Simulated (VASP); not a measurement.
A run of VASP 6.6.1 is set up as follows.

INCAR

```
ALGO     = Normal         # electronic algorithm
EDIFF    = 1E-7           # SCF threshold, eV
ENCUT    = 520            # plane-wave cutoff, eV
GGA      = PE             # functional
ISIF     = 2              # what is computed and relaxed
ISMEAR   = 0              # smearing method
LASPH    = True           # aspherical terms in the spheres
LCHARG   = False          # write CHGCAR
LREAL    = False          # projectors in reciprocal space
LWAVE    = False          # write WAVECAR
NBANDS   = 28             # bands
NELM     = 100            # most SCF steps
PREC     = Accurate       # precision mode
SIGMA    = 0.1            # smearing width, eV
```

File KPOINTS:

```
k-points
0
Gamma
  6 6 4
```

File POSCAR:

```
Hf2TaN2
1.0
    4.5400050500      0.0000000000      0.0000000000
   -2.2700025200      3.9317597000      0.0000000000
    0.0000000000      0.0000000000      4.1314351300
Hf Ta N
2 1 2
Direct
    0.3333333300      0.6666666700      0.5000000000
    0.6666666700      0.3333333300      0.5000000000
    0.0000000000      0.0000000000      0.0000000000
    0.3333333300      0.6666666700      0.0000000000
    0.6666666700      0.3333333300      0.0000000000
```

Potentials or basis: VASP PAW PBE potentials, release 64 (Hf_pv, Ta_pv, N).

The run is started by

```bash
$ cat potpaw_PBE.64/Hf_pv/POTCAR potpaw_PBE.64/Ta_pv/POTCAR potpaw_PBE.64/N/POTCAR > POTCAR
$ mpirun -np 1 vasp_std > vasp.out
```

Question: What does it give for the pressure?

Answer: 2.0 GPa.

Stress tensor (GPa, compression positive):
```
 6.24  0.00  0.00
 0.00  6.24  0.00
 0.00  0.00 -6.51
```

Caveat: the k points lie up to 0.38 Å⁻¹ apart.
